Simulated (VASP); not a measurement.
# Mo (P6/mmm) in VASP: a series of runs

Runs on Mo. Level: PBE. Tasks: single point.

Everything below comes from runs of VASP 6.6.1. Logs are shortened: lines on timing, memory, paths and dates and some standing lists are left out, and cuts for length are marked.

## Step 1: The cell of the first run

The structure is hexagonal, space group P6/mmm (No. 191). The conventional cell has a = 2.725 Å, b = 2.725 Å, c = 2.481 Å, α = 90.00°, β = 90.00°, γ = 120.00°. Within 3.3 Å of Mo (site symmetry 6/mmm) lie 8 Mo at 2.48 to 2.73 Å.

This isn't the form of Mo at room conditions, which is bcc.

## Step 2: Single point, PBE (15.96 Å³/atom)

POSCAR reads:

```
Mo
1.0
    2.7254141631      0.0000000000      0.0000000000
   -1.3627070815      2.3602779011      0.0000000000
    0.0000000000      0.0000000000      2.4807768189
Mo
1
Direct
    0.0000000000      0.0000000000      0.0000000000
```

INCAR.step1 reads:

```
PREC = Accurate
ENCUT = 520
EDIFF = 1E-6
ISMEAR = -1
SIGMA = 0.08
LREAL = False
LASPH = True
NELM = 100
ALGO = Normal
ISIF = 2
LWAVE = False
LCHARG = True
LMAXMIX = 4
GGA = PE
NBANDS = 13
```

KPOINTS.step1 reads:

```
regular mesh
0
Gamma
  18 18 16
```

INCAR.step2 reads:

```
PREC = Accurate
ENCUT = 520
EDIFF = 1E-6
ISMEAR = -5
SIGMA = 0.08
LREAL = False
LASPH = True
NELM = 100
ALGO = Normal
ISIF = 2
LWAVE = False
LCHARG = False
LMAXMIX = 4
GGA = PE
LORBIT = 11
NEDOS = 1001
ICHARG = 11
```

KPOINTS.step2 reads:

```
regular mesh
0
Gamma
  27 27 24
```

Potentials or basis: VASP PAW PBE potentials, release 64 (Mo_sv).

Launch:

```sh
$ cat potpaw_PBE.64/Mo_sv/POTCAR > POTCAR
$ cp INCAR.step1 INCAR
$ cp KPOINTS.step1 KPOINTS
$ mpirun -np 1 vasp_std > vasp.out
$ cp INCAR.step2 INCAR
$ cp KPOINTS.step2 KPOINTS
$ mpirun -np 1 vasp_std > vasp.out
```

OUTCAR:

```text
PREC = Accurate
   ENCUT = 520
   EDIFF = 1E-6
   ISMEAR = -5
   LREAL = False
   LASPH = True
   NELM = 100
   ISIF = 2
   GGA = PE
   LORBIT = 11
   ICHARG = 11

 ion  position               nearest neighbor table
   1  0.000  0.000  0.000-

  LATTYP: Found a hexagonal cell.
 ALAT       =     2.7254141631
 C/A-ratio  =     0.9102384704

  Lattice vectors:

 A1 = (   2.7254141631,   0.0000000000,   0.0000000000)
 A2 = (  -1.3627070815,   2.3602779011,   0.0000000000)
 A3 = (   0.0000000000,   0.0000000000,   2.4807768189)

Analysis of symmetry for initial positions (statically):
=====================================================================
 Subroutine PRICEL returns:
 Original cell was already a primitive cell.

 Routine SETGRP: Setting up the symmetry group for a
 hexagonal supercell.

 Subroutine GETGRP returns: Found 24 space group operations
 (whereof 24 operations were pure point group operations)
 out of a pool of 24 trial point group operations.

The static configuration has the point symmetry D_6h.

Analysis of symmetry for dynamics (positions and initial velocities):
=====================================================================
 Subroutine PRICEL returns:
 Original cell was already a primitive cell.

 Routine SETGRP: Setting up the symmetry group for a
 hexagonal supercell.

 Subroutine GETGRP returns: Found 24 space group operations
 (whereof 24 operations were pure point group operations)
 out of a pool of 24 trial point group operations.

The dynamic configuration has the point symmetry D_6h.

 Subroutine INISYM returns: Found 24 space group operations
 (whereof 24 operations are pure point group operations),
 and found     1 'primitive' translations

----------------------------------------------------------------------------------------

                                     Primitive cell

  volume of cell :      15.9582

  direct lattice vectors                    reciprocal lattice vectors
     2.725414163  0.000000000  0.000000000     0.366916711  0.211839462  0.000000000
    -1.362707081  2.360277901  0.000000000     0.000000000  0.423678923  0.000000000
     0.000000000  0.000000000  2.480776819     0.000000000  0.000000000  0.403099542

  length of vectors
     2.725414163  2.725414163  2.480776819     0.423678923  0.423678923  0.403099542

  position of ions in fractional coordinates (direct lattice)
     0.000000000  0.000000000  0.000000000

  ion indices of the primitive-cell ions
   primitive index   ion index
                 1           1

----------------------------------------------------------------------------------------

 KPOINTS: regular mesh

Automatic generation of k-mesh.
 Grid dimensions read from file:
 generate k-points for:   27   27   24

 Generating k-lattice:

  Cartesian coordinates                     Fractional coordinates (reciprocal lattice)
     0.013589508  0.007845906  0.000000000     0.037037037 -0.000000000  0.000000000
     0.000000000  0.015691812  0.000000000     0.000000000  0.037037037  0.000000000
     0.000000000  0.000000000  0.016795814     0.000000000  0.000000000  0.041666667

  Length of vectors
     0.015691812  0.015691812  0.016795814

  Shift w.r.t. Gamma in fractional coordinates (k-lattice)
     0.000000000  0.000000000  0.000000000

 TETIRR: Found  17736 inequivalent tetrahedra from   104976

 Subroutine IBZKPT returns following result:
 ===========================================

 Found    975 irreducible k-points:

 Following reciprocal coordinates:
            Coordinates               Weight
  0.000000  0.000000  0.000000      1.000000
  0.037037 -0.000000  0.000000      6.000000
  0.074074 -0.000000  0.000000      6.000000
  0.111111 -0.000000  0.000000      6.000000
  0.148148 -0.000000  0.000000      6.000000
  0.185185 -0.000000  0.000000      6.000000
[... 16 lines left out ...]
  0.333333  0.037037  0.000000     12.000000
  0.370370  0.037037  0.000000     12.000000
 [... further k-points ...]
   k-points           NKPTS =    975   k-points in BZ     NKDIM =    975   number of bands    NBANDS=     11
   number of dos      NEDOS =   1001   number of ions     NIONS =      1
   total plane-waves  NPLWV =   7200
   dimension x,y,z NGX =    20 NGY =   20 NGZ =   18
   dimension x,y,z NGXF=    40 NGYF=   40 NGZF=   36
   ions per type =               1
   NGX,Y,Z   is equivalent  to a cutoff of  12.20, 12.20, 12.06 a.u.
   NGXF,Y,Z  is equivalent  to a cutoff of  24.40, 24.40, 24.12 a.u.
 SYSTEM =  unknown system
   PREC   = accura    normal or accurate (medium, high low for compatibility)
   ISTART =      0    job   : 0-new  1-cont  2-samecut
   ICHARG =     11    charge: 1-file 2-atom 10-const
   ISPIN  =      1    spin polarized calculation?
   LNONCOLLINEAR =      F non collinear calculations
   LSORBIT =      F    spin-orbit coupling
   LASPH  =      T    aspherical Exc in radial PAW
   ENCUT  =  520.0 eV  38.22 Ry    6.18 a.u.   5.07  5.07  4.61*2*pi/ulx,y,z
   NELM   =    100;   NELMIN=  2; NELMDL=  0     # of ELM steps
   EDIFF  = 0.1E-05   stopping-criterion for ELM
   LREAL  =      F    real-space projection
   EDIFFG = 0.1E-04   stopping-criterion for IOM
   NSW    =      0    number of steps for IOM
   IBRION =     -1    ionic relax: 0-MD 1-quasi-New 2-CG
   NFREE  =      0    steps in history (QN), initial steepest desc. (CG)
   ISIF   =      2    stress and relaxation
   ISYM   =      2    0-nonsym 1-usesym 2-fastsym
   POTIM  = 0.5000    time-step for ionic-motion
   TEBEG  =    0.0;   TEEND  =   0.0 temperature during run
   PSTRESS=    0.0 pullay stress
   NELECT =      14.0000    total number of electrons
   NUPDOWN=      -1.0000    fix difference up-down
   EMIN   =  10.00;   EMAX   =-10.00  energy-range for DOS
   EFERMI =   0.00;   METHOD = LEGACY
   ISMEAR =    -5;   SIGMA  =   0.08  broadening in eV -4-tet -1-fermi 0-gaus
   EFERMI_NEDOS =   21; number of points for ismear=-14 and -15
   IALGO  =     38    algorithm
   IMIX   =      4    mixing-type and parameters
     AMIX     =   0.40;   BMIX     =  1.00
     AMIX_MAG =   1.60;   BMIX_MAG =  1.00
  volume/ion in A,a.u.               =      15.96       107.69
  Fermi-wavevector in a.u.,A,eV,Ry     =   1.567195  2.961569 33.417275  2.456100
  Thomas-Fermi vector in A             =   2.669411
   LORBIT       =     11    0 simple, 1 ext, 2 COOP (PROOUT), +10 PAW based schemes
   GGA     = PE    functional components
   LHFCALC =     F    Hartree Fock is set to
   AEXX    =    0.0000 exact exchange contribution
   IVDW    =     0    specifies the selected vdW correction
   LEPSILON=     F    determine dielectric tensor
   LRPA    =     F    only Hartree local field effects (RPA)
 non-spin polarized calculation
 Fermi weights with tetrahedron method with Bloechl corrections
  energy-cutoff  :      520.00
  volume of cell :       15.96
 maximum number of plane-waves:       447

 number of electron      14.0000001 magnetization

 Free energy of the ion-electron system (eV)
  ---------------------------------------------------
  ext. energy  EPLUGINS =         0.00000000
  ---------------------------------------------------
  free energy    TOTEN  =       -10.02772397 eV

  energy without entropy =      -10.02772397  energy(sigma->0) =      -10.02772397

 E-fermi :  12.0718     XC(G=0): -13.1798

 val. band max:       12.1429646291   @ k =   0.3333   0.3333   0.5000
 cond. band min:      12.0221428526   @ k =   0.2222   0.2222   0.3750
 fundamental gap:     -0.1208217766
 Fermi energy:        12.0717768956

 k-point     1 :       0.0000    0.0000    0.0000
  band No.  band energies     occupation
      1     -48.9333      2.00000
      2     -22.1724      2.00000
      3     -22.1724      2.00000
      4     -21.9325      2.00000
      5       5.2436      2.00000
      6       7.5363      2.00000
      7      11.1252      2.00000
      8      11.1252      2.00000
      9      16.5572      0.00000
     10      16.5572      0.00000
     11      24.9772      0.00000

 k-point     2 :       0.0370   -0.0000    0.0000
  band No.  band energies     occupation
      1     -48.9301      2.00000
      2     -22.1932      2.00000
      3     -22.1770      2.00000
      4     -21.9304      2.00000
      5       5.2996      2.00000
      6       7.5585      2.00000
      7      11.0678      2.00000
      8      11.1758      2.00000
      9      16.4996      0.00000
     10      16.5477      0.00000
     11      25.1075      0.00000

 k-point     3 :       0.0741   -0.0000    0.0000
  band No.  band energies     occupation
      1     -48.9209      2.00000
      2     -22.2541      2.00000
      3     -22.1906      2.00000
      4     -21.9243      2.00000
      5       5.4636      2.00000
      6       7.6245      2.00000
      7      10.9071      2.00000
      8      11.3268      2.00000
      9      16.3344      0.00000
     10      16.5199      0.00000
     11      25.4830      0.00000

 k-point     4 :       0.1111   -0.0000    0.0000
  band No.  band energies     occupation
      1     -48.9062      2.00000
      2     -22.3512      2.00000
      3     -22.2123      2.00000
      4     -21.9145      2.00000
      5       5.7229      2.00000
      6       7.7319      2.00000
      7      10.6753      2.00000
      8      11.5753      2.00000
      9      16.0820      0.00000
     10      16.4756      0.00000
     11      26.0556      0.00000
[... 239 lines left out ...]
 k-point    22 :       0.2963    0.0370    0.0000
  band No.  band energies     occupation
      1     -48.7680      2.00000
      2     -23.1947      2.00000
      3     -22.4169      2.00000
      4     -21.8233      2.00000
      5       7.3869      2.00000
      6       8.2626      2.00000
      7      10.8778      2.00000
      8      14.2521      0.00000
      9      14.4368      0.00000
     10      16.0644      0.00000
     11      24.8880      0.00000

 k-point    23 :       0.3333    0.0370    0.0000
  band No.  band energies     occupation
      1     -48.7441      2.00000
      2     -23.3321      2.00000
      3     -22.4508      2.00000
      4     -21.8076      2.00000
      5       7.3634      2.00000
      6       8.3586      2.00000
      7      11.4603      2.00000
      8      13.9956      0.00000
      9      15.0785      0.00000
     10      15.9980      0.00000
     11      24.1185      0.00000

 k-point    24 :       0.3704    0.0370    0.0000
  band No.  band energies     occupation
      1     -48.7239      2.00000
      2     -23.4462      2.00000
      3     -22.4791      2.00000
      4     -21.7944      2.00000
      5       7.2694      2.00000
      6       8.4906      2.00000
      7      12.0540      1.47807
      8      13.7886      0.00000
      9      15.6837      0.00000
     10      15.9429      0.00000
     11      23.4492      0.00000

 [... further k-points ...]

------------------------ aborting loop because EDIFF is reached ----------------------------------------

  FORCE on cell =-STRESS in cart. coord.  units (eV):
  Direction    XX          YY          ZZ          XY          YZ          ZX
  --------------------------------------------------------------------------------------
  -------------------------------------------------------------------------------------
  Total        1.4526183      1.4526183      0.8827979      0.0000000     -0.0000000      0.0000000
  in kB      145.8407031    145.8407031     88.6315911      0.0000000     -0.0000000      0.0000000
  external PRESSURE =     126.7709991 kB  Pullay stress =       0.0000000 kB

 VOLUME and BASIS-vectors are now :
 -----------------------------------------------------------------------------
  energy-cutoff  :      520.00
  volume of cell :       15.96
      direct lattice vectors                 reciprocal lattice vectors
     2.725414163  0.000000000  0.000000000     0.366916711  0.211839462  0.000000000
    -1.362707081  2.360277901  0.000000000     0.000000000  0.423678923  0.000000000
     0.000000000  0.000000000  2.480776819     0.000000000  0.000000000  0.403099542

 POSITION                                       TOTAL-FORCE (eV/Angst)
 -----------------------------------------------------------------------------------
      0.00000      0.00000      0.00000         0.000000      0.000000      0.000000
 -----------------------------------------------------------------------------------
    total drift:                               -0.000000      0.000000      0.000000

  FREE ENERGIE OF THE ION-ELECTRON SYSTEM (eV)
  ---------------------------------------------------
  free  energy   TOTEN  =       -10.0277239700 eV

  energy  without entropy=      -10.0277239700  energy(sigma->0) =      -10.02772397

 total charge

# of ion       s       p       d       tot
------------------------------------------
    1        2.390   6.160   4.125  12.675
```

Run time: 96 s. Hardware: 1 thread of Intel Xeon 8259CL, shared host; peak memory 0.3 GiB.

Results:

* Valence electrons inside the program's atomic spheres: Mo 12.68

Levels at points of the mesh, in eV from the Fermi level:
```csv
k point,band 5,band 6,band 7,band 8,band 9,band 10
"(0.00, 0.00, 0.00)",-6.83,-4.54,-0.95,-0.95,4.49,4.49
"(0.00, 0.00, 0.50)",-3.54,0.03,0.03,0.33,0.59,0.59
```

Caveat: tetrahedron occupations give inexact forces and stress in metals.

## Step 3: Single point, PBE (16.80 Å³/atom)

This run uses another cell than the first one, of 16.80 Å³/atom.

POSCAR reads:

```
Mo
1.0
    2.7721062516      0.0000000000      0.0000000000
   -1.3860531258      2.4007144359      0.0000000000
    0.0000000000      0.0000000000      2.5241163050
Mo
1
Direct
    0.0000000000      0.0000000000      0.0000000000
```

INCAR.step1 reads:

```
ALGO = Normal
EDIFF = 1E-6
ENCUT = 520
GGA = PE
ISIF = 2
ISMEAR = -1
LASPH = True
LCHARG = True
LMAXMIX = 4
LREAL = False
LWAVE = False
NBANDS = 13
NELM = 80
PREC = Accurate
SIGMA = 0.08
```

KPOINTS.step1 reads:

```
k-points
0
Gamma
  18 18 16
```

INCAR.step2 reads:

```
ALGO = Normal
EDIFF = 1E-6
ENCUT = 520
GGA = PE
ICHARG = 11
ISIF = 2
ISMEAR = -5
LASPH = True
LCHARG = False
LMAXMIX = 4
LORBIT = 11
LREAL = False
LWAVE = False
NEDOS = 1001
NELM = 80
PREC = Accurate
SIGMA = 0.08
```

KPOINTS.step2 reads:

```
k-points
0
Gamma
  27 27 24
```

Potentials or basis: VASP PAW PBE potentials, release 64 (Mo_sv).

Launch:

```sh
$ cat potpaw_PBE.64/Mo_sv/POTCAR > POTCAR
$ cp INCAR.step1 INCAR
$ cp KPOINTS.step1 KPOINTS
$ mpirun -np 1 vasp_std > vasp.out
$ cp INCAR.step2 INCAR
$ cp KPOINTS.step2 KPOINTS
$ mpirun -np 1 vasp_std > vasp.out
```

Run time: 1.7 min. Hardware: 1 thread of Intel Xeon 8259CL, shared host; peak memory 0.31 GiB.

The run converged. Its results:

```
Valence electrons inside the program's atomic spheres : Mo 12.56
```

Levels at points of the mesh, in eV from the Fermi level:
| k point | band 3 | band 4 | band 5 | band 6 | band 7 | band 8 | band 9 | band 10 | band 11 |
| --- | --- | --- | --- | --- | --- | --- | --- | --- | --- |
| (0.00, 0.00, 0.00) | -34.34 | -34.14 | -6.67 | -4.26 | -0.86 | -0.86 | 4.17 | 4.17 | 12.87 |
| (0.00, 0.00, 0.50) | -34.16 | -34.16 | -3.45 | 0.04 | 0.04 | 0.27 | 0.57 | 0.57 | 10.48 |

Caveat: tetrahedron occupations give inexact forces and stress in metals.
